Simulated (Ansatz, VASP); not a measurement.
# Two plane-wave programs on Ge4Bi11

Contents of INCAR:

```
  ALGO = Normal
  EDIFF = 1E-6
  ENCUT = 410
  GGA = PS
  GGA_COMPAT = False
  ISIF = 2
  ISMEAR = 1
  LASPH = True
  LCHARG = False
  LREAL = False
  LWAVE = False
  NBANDS = 124
  NELM = 120
  PREC = Accurate
  SIGMA = 0.1
```

The input KPOINTS:

```
k-points
0
Gamma
  3 3 3
```

Contents of POSCAR:

```
Ge4Bi11
1.0
    0.0000000000      7.7336420000      7.7336420000
    7.7336420000      0.0000000000      7.7336420000
    3.8668210000      3.8668210000      0.0000000000
Ge Bi
4 11
Direct
    0.0000000000      0.0000000000      0.0000000000
    0.0000000000      0.5000000000      0.0000000000
    0.5000000000      0.0000000000      0.0000000000
    0.5000000000      0.5000000000      0.0000000000
    0.3750000000      0.3750000000      0.7500000000
    0.2500000000      0.2500000000      0.5000000000
    0.1250000000      0.6250000000      0.2500000000
    0.3750000000      0.8750000000      0.7500000000
    0.2500000000      0.7500000000      0.5000000000
    0.6250000000      0.1250000000      0.2500000000
    0.8750000000      0.3750000000      0.7500000000
    0.7500000000      0.2500000000      0.5000000000
    0.6250000000      0.6250000000      0.2500000000
    0.8750000000      0.8750000000      0.7500000000
    0.7500000000      0.7500000000      0.5000000000
```

Input for Ansatz:

```yaml
crystal:
  lattice:
    - [0.0, 3.866821, 3.866821]
    - [3.866821, 0.0, 3.866821]
    - [3.866821, 3.866821, 0.0]
  atoms:
    - { symbol: Ge, position: [0.0, 0.0, 0.0] }
    - { symbol: Bi, position: [0.25, 0.25, 0.25] }
    - { symbol: Bi, position: [0.75, 0.75, 0.75] }
    - { symbol: Bi, position: [0.5, 0.5, 0.5] }
  supercell: [2, 2, 1]
  defects:
    - { vacancy: 1 }
basis:
  ecutwfc: 489.804952427784
kpoints:
  mp_grid:
    grid: [3, 3, 3]
hamiltonian:
  xc: pbesol
scf:
  occupations:
    method: cold
    width: 0.1
output:
  forces: true
  eigenvalues: true
```

Alike in both runs: task single point; functional PBEsol; k mesh 3 × 3 × 3; no spin polarisation.

|  | VASP | Ansatz |
| --- | --- | --- |
| version | VASP 6.6.1 | Ansatz 0.2.0 |
| potentials or method | VASP PAW PBE potentials, release 64 (Ge_d, Bi_d), cutoff 410 eV | plane waves, PAW |
| occupations | methfessel-paxton of order 1, width 0.1 eV | cold, width 0.1 eV |
| valence electrons in the cell | 221 | 221 |

Ansatz gave:

| Item | Value |
| --- | --- |
| gap on the k mesh at the Fermi level (eV) | none |
| rms of the force components (eV/Å) | 0.142 |

**Question.** What did VASP give for the same quantities?

**Answer.** gap on the k mesh at the Fermi level (eV): none; rms of the force components (eV/Å): 0.145.

VASP's potentials were made for PBE, not for PBEsol. A gap of «none» marks a metal or a gap that the smearing closes.

The k mesh is coarse, so the values compare programs but aren't converged. Spin-orbit coupling is off throughout.
